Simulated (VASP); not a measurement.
# SiB4W (P4/mmm) in VASP: a series of runs

SiB4W is run at these levels: PBE; tasks: single point, relaxation of cell and atoms.

Everything below comes from runs of VASP 6.6.1. Logs are shortened: lines on timing, memory, paths and dates and some standing lists are left out, and cuts for length are marked.

## 1. The cell of the first run

The structure is tetragonal, space group P4/mmm (No. 123). Conventional cell: a = 3.327 Å, b = 3.327 Å, c = 4.787 Å, α = 90.00°, β = 90.00°, γ = 90.00°. Si (site symmetry 4/mmm) has 8 B at 2.00 Å within 2.7 Å. Within 2.7 Å of B (site symmetry 2mm) lie 2 Si at 2.00 Å and 2 W at 2.10 Å and 6 B at 2.23 to 2.56 Å. W (site symmetry 4/mmm) has 8 B at 2.10 Å within 2.8 Å.

The cell was built from a structure type or drawn by symmetry, and may not be a known phase.

## 2. Single point, PBE

File INCAR:

```
SYSTEM = SiB4W
  PREC = Accurate
  ENCUT = 520
  EDIFF = 1E-7
  ISMEAR = 0
  SIGMA = 0.1
  LREAL = .FALSE.
  LASPH = .TRUE.
  NELM = 100
  ALGO = Normal
  ISIF = 2
  LWAVE = .FALSE.
  LCHARG = .TRUE.
  GGA = PE
  LELF = .TRUE.
  LVHAR = .TRUE.
  NBANDS = 24
```

File KPOINTS:

```
regular mesh
0
G
  6 6 4
  0 0 0
```

File POSCAR:

```
SiB4W
1.0
    3.3266944400      0.0000000000      0.0000000000
    0.0000000000      3.3266944400      0.0000000000
    0.0000000000      0.0000000000      4.7874598400
Si B W
1 4 1
Direct
    0.5000000000      0.5000000000      0.5000000000
    0.5000000000      0.0000000000      0.7327468400
    0.0000000000      0.5000000000      0.2672531600
    0.5000000000      0.0000000000      0.2672531600
    0.0000000000      0.5000000000      0.7327468400
    0.0000000000      0.0000000000      0.0000000000
```

Potentials or basis: VASP PAW PBE potentials, release 64 (Si, B, W_sv).

On the command line:

```
> cat potpaw_PBE.64/Si/POTCAR potpaw_PBE.64/B/POTCAR potpaw_PBE.64/W_sv/POTCAR > POTCAR
> mpirun -np 1 vasp_std > vasp.out
```

OUTCAR:

```text
SYSTEM = SiB4W
   PREC = Accurate
   ENCUT = 520
   EDIFF = 1E-7
   ISMEAR = 0
   LREAL = .FALSE.
   LASPH = .TRUE.
   NELM = 100
   ISIF = 2
   GGA = PE

 ion  position               nearest neighbor table
   1  0.500  0.500  0.500-   2 2.00   3 2.00   4 2.00   5 2.00   2 2.00   4 2.00   3 2.00   5 2.00

   2  0.500  0.000  0.733-   1 2.00   1 2.00   6 2.10   6 2.10
   3  0.000  0.500  0.267-   1 2.00   1 2.00   6 2.10   6 2.10
   4  0.500  0.000  0.267-   1 2.00   1 2.00   6 2.10   6 2.10
   5  0.000  0.500  0.733-   1 2.00   1 2.00   6 2.10   6 2.10
   6  0.000  0.000  0.000-   2 2.10   3 2.10   4 2.10   5 2.10   3 2.10   5 2.10   2 2.10   4 2.10

  LATTYP: Found a simple tetragonal cell.
 ALAT       =     3.3266944400
 C/A-ratio  =     1.4391041697

  Lattice vectors:

 A1 = (   3.3266944400,   0.0000000000,   0.0000000000)
 A2 = (   0.0000000000,   3.3266944400,   0.0000000000)
 A3 = (   0.0000000000,   0.0000000000,   4.7874598400)

Analysis of symmetry for initial positions (statically):
=====================================================================
 Subroutine PRICEL returns:
 Original cell was already a primitive cell.

 Routine SETGRP: Setting up the symmetry group for a
 simple tetragonal supercell.

 Subroutine GETGRP returns: Found 16 space group operations
 (whereof 16 operations were pure point group operations)
 out of a pool of 16 trial point group operations.

The static configuration has the point symmetry D_4h.

Analysis of symmetry for dynamics (positions and initial velocities):
=====================================================================
 Subroutine PRICEL returns:
 Original cell was already a primitive cell.

 Routine SETGRP: Setting up the symmetry group for a
 simple tetragonal supercell.

 Subroutine GETGRP returns: Found 16 space group operations
 (whereof 16 operations were pure point group operations)
 out of a pool of 16 trial point group operations.

The dynamic configuration has the point symmetry D_4h.

 Subroutine INISYM returns: Found 16 space group operations
 (whereof 16 operations are pure point group operations),
 and found     1 'primitive' translations

----------------------------------------------------------------------------------------

                                     Primitive cell

  volume of cell :      52.9823

  direct lattice vectors                    reciprocal lattice vectors
     3.326694440  0.000000000  0.000000000     0.300598693  0.000000000  0.000000000
     0.000000000  3.326694440  0.000000000     0.000000000  0.300598693  0.000000000
     0.000000000  0.000000000  4.787459840     0.000000000  0.000000000  0.208879037

  length of vectors
     3.326694440  3.326694440  4.787459840     0.300598693  0.300598693  0.208879037

  position of ions in fractional coordinates (direct lattice)
     0.500000000  0.500000000  0.500000000
     0.500000000  0.000000000  0.732746840
     0.000000000  0.500000000  0.267253160
     0.500000000  0.000000000  0.267253160
     0.000000000  0.500000000  0.732746840
     0.000000000  0.000000000  0.000000000

  ion indices of the primitive-cell ions
   primitive index   ion index
                 1           1
                 2           2
                 3           3
                 4           4
                 5           5
                 6           6

----------------------------------------------------------------------------------------

 KPOINTS: regular mesh

Automatic generation of k-mesh.
 Grid dimensions read from file:
 generate k-points for:    6    6    4

 Generating k-lattice:

  Cartesian coordinates                     Fractional coordinates (reciprocal lattice)
     0.050099782  0.000000000  0.000000000     0.166666667  0.000000000  0.000000000
     0.000000000  0.050099782  0.000000000     0.000000000  0.166666667  0.000000000
     0.000000000  0.000000000  0.052219759     0.000000000  0.000000000  0.250000000

  Length of vectors
     0.050099782  0.050099782  0.052219759

  Shift w.r.t. Gamma in fractional coordinates (k-lattice)
     0.000000000  0.000000000  0.000000000

 Subroutine IBZKPT returns following result:
 ===========================================

 Found     30 irreducible k-points:

 Following reciprocal coordinates:
            Coordinates               Weight
  0.000000  0.000000  0.000000      1.000000
  0.166667  0.000000  0.000000      4.000000
  0.333333  0.000000  0.000000      4.000000
  0.500000  0.000000  0.000000      2.000000
  0.166667  0.166667  0.000000      4.000000
  0.333333  0.166667  0.000000      8.000000
[... 16 lines left out ...]
  0.333333  0.000000  0.500000      4.000000
  0.500000  0.000000  0.500000      2.000000
 [... further k-points ...]
   k-points           NKPTS =     30   k-points in BZ     NKDIM =     30   number of bands    NBANDS=     24
   number of dos      NEDOS =    301   number of ions     NIONS =      6
   total plane-waves  NPLWV =  28224
   dimension x,y,z NGX =    28 NGY =   28 NGZ =   36
   dimension x,y,z NGXF=    56 NGYF=   56 NGZF=   72
   ions per type =               1   4   1
   NGX,Y,Z   is equivalent  to a cutoff of  13.99, 13.99, 12.50 a.u.
   NGXF,Y,Z  is equivalent  to a cutoff of  27.99, 27.99, 25.00 a.u.
 SYSTEM =  SiB4W
   PREC   = accura    normal or accurate (medium, high low for compatibility)
   ISTART =      0    job   : 0-new  1-cont  2-samecut
   ICHARG =      2    charge: 1-file 2-atom 10-const
   ISPIN  =      1    spin polarized calculation?
   LNONCOLLINEAR =      F non collinear calculations
   LSORBIT =      F    spin-orbit coupling
   LASPH  =      T    aspherical Exc in radial PAW
   ENCUT  =  520.0 eV  38.22 Ry    6.18 a.u.   6.19  6.19  8.90*2*pi/ulx,y,z
   NELM   =    100;   NELMIN=  2; NELMDL= -5     # of ELM steps
   EDIFF  = 0.1E-06   stopping-criterion for ELM
   LREAL  =      F    real-space projection
   EDIFFG = 0.1E-05   stopping-criterion for IOM
   NSW    =      0    number of steps for IOM
   IBRION =     -1    ionic relax: 0-MD 1-quasi-New 2-CG
   NFREE  =      0    steps in history (QN), initial steepest desc. (CG)
   ISIF   =      2    stress and relaxation
   ISYM   =      2    0-nonsym 1-usesym 2-fastsym
   POTIM  = 0.5000    time-step for ionic-motion
   TEBEG  =    0.0;   TEEND  =   0.0 temperature during run
   PSTRESS=    0.0 pullay stress
   NELECT =      30.0000    total number of electrons
   NUPDOWN=      -1.0000    fix difference up-down
   EMIN   =  10.00;   EMAX   =-10.00  energy-range for DOS
   EFERMI =   0.00;   METHOD = LEGACY
   ISMEAR =     0;   SIGMA  =   0.10  broadening in eV -4-tet -1-fermi 0-gaus
   EFERMI_NEDOS =   21; number of points for ismear=-14 and -15
   IALGO  =     38    algorithm
   IMIX   =      4    mixing-type and parameters
     AMIX     =   0.40;   BMIX     =  1.00
     AMIX_MAG =   1.60;   BMIX_MAG =  1.00
  volume/ion in A,a.u.               =       8.83        59.59
  Fermi-wavevector in a.u.,A,eV,Ry     =   1.354373  2.559394 24.957520  1.834326
  Thomas-Fermi vector in A             =   2.481550
   LORBIT       =      0    0 simple, 1 ext, 2 COOP (PROOUT), +10 PAW based schemes
   GGA     = PE    functional components
   LHFCALC =     F    Hartree Fock is set to
   AEXX    =    0.0000 exact exchange contribution
   IVDW    =     0    specifies the selected vdW correction
   LEPSILON=     F    determine dielectric tensor
   LRPA    =     F    only Hartree local field effects (RPA)
 non-spin polarized calculation
 Gauss-broadening in eV      SIGMA  =   0.10
  energy-cutoff  :      520.00
  volume of cell :       52.98
 maximum number of plane-waves:      1448
 NGX is ok and might be reduce to    28
   NGX = 13   NGY = 13   NGZ = 17

 number of electron      29.9999997 magnetization

 Free energy of the ion-electron system (eV)
  ---------------------------------------------------
  ext. energy  EPLUGINS =         0.00000000
  ---------------------------------------------------
  free energy    TOTEN  =       -38.26090506 eV

  energy without entropy =      -38.23971987  energy(sigma->0) =      -38.25031247

 E-fermi :   9.9356     XC(G=0): -12.5855

 val. band max:        9.9350539385   @ k =   0.5000   0.1667   0.5000
 cond. band min:       9.9405805499   @ k =   0.5000   0.5000   0.2500
 fundamental gap:      0.0055266114
 Fermi energy:         9.9356206956

 k-point     1 :       0.0000    0.0000    0.0000
  band No.  band energies     occupation
      1     -63.6454      2.00000
      2     -28.1378      2.00000
      3     -28.1200      2.00000
      4     -28.1200      2.00000
      5      -5.4960      2.00000
      6       0.8329      2.00000
[... 16 lines left out ...]
     23      17.1977      0.00000
     24      17.6102      0.00000

 k-point     2 :       0.1667    0.0000    0.0000
  band No.  band energies     occupation
      1     -63.6441      2.00000
      2     -28.1661      2.00000
      3     -28.1339      2.00000
      4     -28.1165      2.00000
      5      -5.1551      2.00000
      6       0.8092      2.00000
[... 16 lines left out ...]
     23      16.8962      0.00000
     24      17.9654      0.00000

 k-point     3 :       0.3333    0.0000    0.0000
  band No.  band energies     occupation
      1     -63.6415      2.00000
      2     -28.2572      2.00000
      3     -28.1262      2.00000
      4     -28.1096      2.00000
      5      -4.1755      2.00000
      6      -0.2719      2.00000
[... 16 lines left out ...]
     23      16.9368      0.00000
     24      18.4572      0.00000
[... 514 lines left out ...]
 k-point    23 :       0.3333    0.0000    0.5000
  band No.  band energies     occupation
      1     -63.6415      2.00000
      2     -28.2569      2.00000
      3     -28.1285      2.00000
      4     -28.1094      2.00000
      5      -3.7394      2.00000
      6      -0.9880      2.00000
[... 16 lines left out ...]
     23      16.2777      0.00000
     24      16.9744      0.00000

 k-point    24 :       0.5000    0.0000    0.5000
  band No.  band energies     occupation
      1     -63.6402      2.00000
      2     -28.3018      2.00000
      3     -28.1245      2.00000
      4     -28.1059      2.00000
      5      -3.1724      2.00000
      6      -0.7326      2.00000
[... 16 lines left out ...]
     23      16.2000      0.00000
     24      18.9100      0.00000

 [... further k-points ...]

------------------------ aborting loop because EDIFF is reached ----------------------------------------

  FORCE on cell =-STRESS in cart. coord.  units (eV):
  Direction    XX          YY          ZZ          XY          YZ          ZX
  --------------------------------------------------------------------------------------
  -------------------------------------------------------------------------------------
  Total       14.0205439     14.0205439     21.1386087      0.0000000      0.0000000      0.0000000
  in kB      423.9791251    423.9791251    639.2283298      0.0000000      0.0000000      0.0000000
  external PRESSURE =     495.7288600 kB  Pullay stress =       0.0000000 kB

 VOLUME and BASIS-vectors are now :
 -----------------------------------------------------------------------------
  energy-cutoff  :      520.00
  volume of cell :       52.98
      direct lattice vectors                 reciprocal lattice vectors
     3.326694440  0.000000000  0.000000000     0.300598693  0.000000000  0.000000000
     0.000000000  3.326694440  0.000000000     0.000000000  0.300598693  0.000000000
     0.000000000  0.000000000  4.787459840     0.000000000  0.000000000  0.208879037

 POSITION                                       TOTAL-FORCE (eV/Angst)
 -----------------------------------------------------------------------------------
      1.66335      1.66335      2.39373        -0.000000      0.000000      0.000000
      1.66335      0.00000      3.50800         0.000000     -0.000000     -2.926583
      0.00000      1.66335      1.27946        -0.000000     -0.000000      2.926583
      1.66335      0.00000      1.27946        -0.000000     -0.000000      2.926583
      0.00000      1.66335      3.50800        -0.000000      0.000000     -2.926583
      0.00000      0.00000      0.00000        -0.000000      0.000000      0.000000
 -----------------------------------------------------------------------------------
    total drift:                               -0.000000     -0.000000     -0.000000

  FREE ENERGIE OF THE ION-ELECTRON SYSTEM (eV)
  ---------------------------------------------------
  free  energy   TOTEN  =       -38.2609050636 eV

  energy  without entropy=      -38.2397198741  energy(sigma->0) =      -38.25031247
```

Run time: 18 s. Hardware: 1 thread of Intel Xeon 6975P-C (Granite Rapids), shared host; peak memory 0.19 GiB.

Results:

- Free energy: -38.2609 eV
- Pressure: 49.6 GPa
- Largest force: 2.927 eV/Å
- Band gap on the k mesh: zero (bands 15 and 16 overlap by 1.39 eV)

Forces in eV/Å, atoms in the order of the input:
```
Si   0.000  0.000  0.000
B    0.000  0.000 -2.927
B    0.000  0.000  2.927
B    0.000  0.000  2.927
B    0.000  0.000 -2.927
W    0.000  0.000  0.000
```

Levels at points of the mesh, in eV from the Fermi level:
```
           k point  band 13  band 14  band 15  band 16  band 17  band 18
(0.00, 0.00, 0.00)    -3.44    -1.22     0.76     1.77     3.30     3.30
(0.50, 0.00, 0.00)    -2.12    -0.54    -0.53    -0.43     0.40     1.07
(0.50, 0.50, 0.00)    -3.16    -2.61    -2.25    -0.03     2.19     3.20
(0.00, 0.00, 0.50)    -2.21    -1.96     0.11     0.11     0.81     1.35
(0.50, 0.00, 0.50)    -3.03    -0.62    -0.41     0.04     1.10     1.80
(0.50, 0.50, 0.50)    -3.58    -3.58     0.04     0.70     2.23     2.32
```

Caveat: the cell stands under pressure; spin-orbit coupling is left out, which moves the levels of the heavy elements; forces of over 1 eV/Å act on the atoms, so gaps and moduli don't describe the material at rest.

## 3. Single point, PBE

This run uses another cell than the first one, of 9.48 Å³/atom.

File INCAR:

```
PREC = Accurate
ENCUT = 520
EDIFF = 1E-7
ISMEAR = 0
SIGMA = 0.1
LREAL = False
LASPH = True
NELM = 80
ALGO = Normal
ISIF = 2
LWAVE = False
LCHARG = False
GGA = PE
NBANDS = 24
```

File KPOINTS:

```
Automatic mesh
0
Gamma
  6 6 4
```

File POSCAR:

```
SiB4W
1.0
    2.9282074100      0.0000000000      0.0000000000
    0.0000000000      2.9282074100      0.0000000000
    0.0000000000      0.0000000000      6.6344506639
Si B W
1 4 1
Direct
    0.5000000000      0.5000000000      0.5000000000
    0.5000000000      0.0000000000      0.7381265798
    0.0000000000      0.5000000000      0.2618734202
    0.5000000000      0.0000000000      0.2618734202
    0.0000000000      0.5000000000      0.7381265798
    0.0000000000      0.0000000000      0.0000000000
```

Potentials or basis: VASP PAW PBE potentials, release 64 (Si, B, W_sv).

On the command line:

```
> cat potpaw_PBE.64/Si/POTCAR potpaw_PBE.64/B/POTCAR potpaw_PBE.64/W_sv/POTCAR > POTCAR
> mpirun -np 1 vasp_std > vasp.out
```

Run time: 17 s. Hardware: 1 thread of Intel Xeon 6975P-C (Granite Rapids), shared host; peak memory 0.19 GiB.

Results (log left out):

* Free energy: -42.8198 eV
* Pressure: 0.1 GPa
* Largest force: 0.020 eV/Å
* Band gap on the k mesh: zero (bands 15 and 16 overlap by 2.67 eV)

Forces on the atoms (eV/Å):
```
Si   0.000  0.000  0.000
B    0.000  0.000 -0.020
B    0.000  0.000  0.020
B    0.000  0.000  0.020
B    0.000  0.000 -0.020
W    0.000  0.000  0.000
```

Levels at points of the mesh, in eV from the Fermi level:
```csv
k point,band 12,band 13,band 14,band 15,band 16,band 17,band 18,band 19
"(0.00, 0.00, 0.00)",-2.99,-2.20,-2.20,0.85,3.13,3.65,3.65,3.95
"(0.50, 0.00, 0.00)",-2.47,-0.85,-0.48,0.68,2.24,2.39,2.43,4.03
"(0.50, 0.50, 0.00)",-4.98,-3.67,-1.91,-1.91,-1.31,-1.31,1.90,3.30
"(0.00, 0.00, 0.50)",-2.07,-1.33,-1.33,0.82,2.13,2.13,3.13,4.37
"(0.50, 0.00, 0.50)",-2.08,-0.94,-0.26,-0.04,1.04,2.61,2.98,3.71
"(0.50, 0.50, 0.50)",-4.69,-4.62,-4.62,-2.42,0.44,0.44,0.99,4.55
```

Caveat: spin-orbit coupling is left out, which moves the levels of the heavy elements.

## 4. Single point, PBE

This run uses another cell than the first one, of 9.48 Å³/atom.

File INCAR:

```
SYSTEM = SiB4W
PREC     = Accurate       ! precision mode
ENCUT    = 520            ! plane-wave cutoff, eV
EDIFF    = 1E-6           ! SCF threshold, eV
ISMEAR   = 0              ! smearing method
SIGMA    = 0.1            ! smearing width, eV
LREAL    = .FALSE.        ! projectors in reciprocal space
LASPH    = .TRUE.         ! aspherical terms in the spheres
NELM     = 80             ! most SCF steps
ALGO     = Normal         ! electronic algorithm
ISIF     = 2              ! what is computed and relaxed
LWAVE    = .FALSE.        ! write WAVECAR
LCHARG   = .TRUE.         ! write CHGCAR
GGA      = PE             ! functional
LELF     = .TRUE.         ! ELF
LVHAR    = .TRUE.       
NBANDS   = 24             ! bands
```

File KPOINTS:

```
regular mesh
0
G
  12 12 6
  0 0 0
```

File POSCAR:

```
SiB4W
1.0
    2.9262395318      0.0000000000      0.0000000000
    0.0000000000      2.9262395318      0.0000000000
    0.0000000000      0.0000000000      6.6411621527
Si B W
1 4 1
Direct
    0.5000000000      0.5000000000      0.5000000000
    0.5000000000      0.0000000000      0.7385866662
    0.0000000000      0.5000000000      0.2614133338
    0.5000000000      0.0000000000      0.2614133338
    0.0000000000      0.5000000000      0.7385866662
    0.0000000000      0.0000000000      0.0000000000
```

On the command line:

```
> cat potpaw_PBE.64/Si/POTCAR potpaw_PBE.64/B/POTCAR potpaw_PBE.64/W_sv/POTCAR > POTCAR
> mpirun -np 1 vasp_std > vasp.out
```

Wall time 51 s (1 thread of Intel Xeon 6975P-C (Granite Rapids), shared host); peak memory 0.28 GiB.

Results (log left out):

```
Free energy            : -42.8696 eV
Pressure               : 0.1 GPa
Largest force          : 0.015 eV/Å
Band gap on the k mesh : zero (bands 15 and 16 overlap by 3.08 eV)
```

Forces on the atoms (eV/Å):
```
Si   0.000  0.000  0.000
B    0.000  0.000 -0.015
B    0.000  0.000  0.015
B    0.000  0.000  0.015
B    0.000  0.000 -0.015
W    0.000  0.000  0.000
```

Stress tensor (GPa, compression positive):
```
0.17 0.00 0.00
0.00 0.17 0.00
0.00 0.00 0.09
```

Levels at points of the mesh, in eV from the Fermi level:
```csv
k point,band 13,band 14,band 15,band 16,band 17,band 18
"(0.00, 0.00, 0.00)",-2.20,-2.20,0.85,3.17,3.66,3.66
"(0.50, 0.00, 0.00)",-0.86,-0.47,0.66,2.24,2.41,2.42
"(0.50, 0.50, 0.00)",-3.66,-1.92,-1.92,-1.33,-1.33,1.88
"(0.00, 0.00, 0.50)",-1.35,-1.35,0.83,2.13,2.13,3.17
"(0.50, 0.00, 0.50)",-0.95,-0.24,-0.07,1.04,2.58,2.96
"(0.50, 0.50, 0.50)",-4.63,-4.63,-2.41,0.43,0.43,0.93
```

Caveat: spin-orbit coupling is left out, which moves the levels of the heavy elements.

(Continued in part 2 of 2.)
